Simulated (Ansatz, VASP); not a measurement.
**One calculation of Ca, two programs**

```
Ca
1.0
     3.98000    0.00000    0.00000
    -1.99000    3.44678    0.00000
     0.00000    0.00000    6.52000
Ca
2
Direct
  0.33333 0.66667 0.25000
  0.66667 0.33333 0.75000
```

Alike in both runs: task single point; functional PBE; k mesh 11 × 11 × 6; occupations fermi-dirac, width 0.08 eV; no spin polarisation.

```csv
,VASP,Ansatz
version,VASP 6.6.1,Ansatz 0.2.0
potentials or method,"VASP PAW PBE potentials, release 64 (Ca_sv), cutoff 520 eV","all-electron LAPW, scalar-relativistic"
```

```tsv
	VASP	Ansatz	Ansatz less VASP
pressure (GPa)	-0.8	-0.8	-0.01
```

Ansatz ran all-electron here, and VASP with PAW potentials.
